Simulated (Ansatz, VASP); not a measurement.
**FeS2 in VASP and in Ansatz**

File INCAR:

```
SYSTEM = FeS2
ALGO = Normal
EDIFF = 1E-6
ENCUT = 600
GGA = PE
GGA_COMPAT = .FALSE.
ISIF = 2
ISMEAR = 0
LASPH = .TRUE.
LCHARG = .TRUE.
LELF = .TRUE.
LREAL = .FALSE.
LVHAR = .TRUE.
LWAVE = .FALSE.
NBANDS = 29
NELM = 120
PREC = Accurate
SIGMA = 0.1
```

The input KPOINTS:

```
k-points
0
G
  4 4 6
  0 0 0
```

Contents of POSCAR:

```
FeS2
1.0
    4.4256248500      0.0000000000      0.0000000000
    0.0000000000      5.3965282400      0.0000000000
    0.0000000000      0.0000000000      3.3776981800
Fe S
2 4
Direct
    0.5000000000      0.5000000000      0.5000000000
    0.0000000000      0.0000000000      0.0000000000
    0.2995928200      0.8781846800      0.5000000000
    0.7004072100      0.1218153300      0.5000000000
    0.2004071900      0.3781846800      0.0000000000
    0.7995927900      0.6218153200      0.0000000000
```

Input for Ansatz:

```yaml
crystal:
  lattice:
    - [4.42562485, 0.0, 0.0]
    - [0.0, 5.39652824, 0.0]
    - [0.0, 0.0, 3.37769818]
  atoms:
    - { symbol: Fe, position: [0.5, 0.5, 0.5] }
    - { symbol: Fe, position: [0.0, 0.0, 0.0] }
    - { symbol: S, position: [0.29959282, 0.87818468, 0.5] }
    - { symbol: S, position: [0.70040721, 0.12181533, 0.5] }
    - { symbol: S, position: [0.20040719, 0.37818468, 0.0] }
    - { symbol: S, position: [0.79959279, 0.62181532, 0.0] }
basis:
  ecutwfc: 420
kpoints:
  mp_grid: { grid: [4, 4, 6] }
hamiltonian:
  xc: pbe
scf:
  occupations: { method: gaussian, width: 0.1 }
output:
  forces: true
  stress: true
  eigenvalues: true
```

Alike in both runs: task single point; functional PBE; k mesh 4 × 4 × 6; occupations gaussian, width 0.1 eV; no spin polarisation.

```csv
,VASP,Ansatz
version,VASP 6.6.1,Ansatz 0.2.0
potentials or method,"VASP PAW PBE potentials, release 64 (Fe, S), cutoff 600 eV","scalar-relativistic, plane waves, PAW"
valence electrons in the cell,40,56
```

|  | VASP | Ansatz | Ansatz less VASP |
| --- | --- | --- | --- |
| gap on the k mesh at the Fermi level (eV) | 0.93 | 0.95 | +0.022 |
| least direct gap on the mesh (eV) | 1.20 | 1.21 | +0.016 |
| pressure (GPa) | 1.3 | 1.2 | -0.11 |
| traceless stress, the component that is largest in VASP (GPa) | -0.33 | -0.49 | -0.154 |
| rms of the force components (eV/Å) | 0.137 | 0.176 | +0.0390 |

Atom by atom the forces differ by 0.039 eV/Å (rms over components). VASP's potentials hold 40 valence electrons a cell and Ansatz's 56, so a difference there can come from the potentials and not from the codes.
